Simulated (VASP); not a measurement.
Set up this calculation in VASP 6.6.1, as the native input.

| Quantity | Value |
| --- | --- |
| Task | single point |
| Functional | r2SCAN |
| Potentials or basis | VASP PAW PBE potentials, release 64 (Pd) |
| Cutoff | 520 eV |
| k mesh | 14 × 14 × 14 |
| Occupations | methfessel-paxton, width 0.6 eV |
| Spin | no spin polarisation |
| Dipole correction | no |
| Further INCAR settings | ALGO = Normal; EDIFF = 1e-07; NBANDS = 11 |

Pd:

```xyz
1
Lattice="0.0000 1.9559 1.9559 1.9559 0.0000 1.9559 1.9559 1.9559 0.0000" Properties=species:S:1:pos:R:3 pbc="T T T"
Pd    0.0000    0.0000    0.0000
```

One way to write it, as run:

POSCAR

```
Pd
1.0
    0.0000000000      1.9558504376      1.9558504376
    1.9558504376      0.0000000000      1.9558504376
    1.9558504376      1.9558504376      0.0000000000
Pd
1
Direct
    0.0000000000      0.0000000000      0.0000000000
```

INCAR.step1

```
PREC = Accurate ; ENCUT = 520
ISMEAR = 1 ; SIGMA = 0.6
LREAL = False ; LASPH = True
NELM = 60 ; NBANDS = 11
GGA = PE ; ALGO = Normal
EDIFF = 1E-4 ; LWAVE = True
LCHARG = False
```

INCAR.step2

```
PREC = Accurate ; ENCUT = 520
EDIFF = 1E-7 ; ISMEAR = 1
SIGMA = 0.6 ; LREAL = False
LASPH = True ; NELM = 60
ALGO = Normal ; ISIF = 2
LWAVE = False ; LCHARG = False
METAGGA = R2SCAN ; LMIXTAU = True
NBANDS = 11 ; ISTART = 1
```

KPOINTS

```
Automatic mesh
0
Gamma
  14 14 14
```

Potentials or basis: VASP PAW PBE potentials, release 64 (Pd).

Run with:

```sh
$ cat potpaw_PBE.64/Pd/POTCAR > POTCAR
$ cp INCAR.step1 INCAR
$ mpirun -np 1 vasp_std > vasp.out
$ cp INCAR.step2 INCAR
$ mpirun -np 1 vasp_std > vasp.out
```

Results of the run:

```yaml
Pressure: 0.5 GPa
Band_gap_on_the_k_mesh: zero (band 5 reaches 9.67 eV, above the bottom of band 6 at 8.02 eV)
```

Caveat: the PAW data sets were made with another functional, which shifts forces and pressure a little.

Wall time 35 s on 1 thread of Intel(R) Xeon(R) Platinum 8559C (Emerald Rapids), on a shared host, peak memory 0.15 GiB.
